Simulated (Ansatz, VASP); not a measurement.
Two plane-wave programs on V

```
CELL_PARAMETERS angstrom
-1.51300 1.51300 1.51300
1.51300 -1.51300 1.51300
1.51300 1.51300 -1.51300
ATOMIC_POSITIONS crystal
V 0.00000 0.00000 0.00000
```

Alike in both runs: task single point; functional PBE; k mesh 6 × 6 × 6; occupations gaussian, width 0.1 eV; collinear spin.

|  | VASP | Ansatz |
| --- | --- | --- |
| version | VASP 6.6.1 | Ansatz 0.2.0 |
| potentials or method | VASP PAW PBE potentials, release 64 (V_sv) | scalar-relativistic, plane waves, PAW (harder set) |
| plane-wave cutoff (eV) | 500 | 840 |
| valence electrons in the cell | 13 | 13 |

```tsv
	VASP	Ansatz	Ansatz less VASP
gap on the k mesh at the Fermi level (eV)	none	none	-
pressure (GPa)	-3.6	-3.7	-0.11
net moment per atom (μB)	0.62	0.62	-0.001
size of the moment on the site where the two differ most (μB)	0.49	0.46	-0.025
```

Site moments also hang on the region over which each program counts them. A gap of «none» marks a metal or a gap that the smearing closes.

The k mesh is coarse, so the values compare programs but aren't converged.
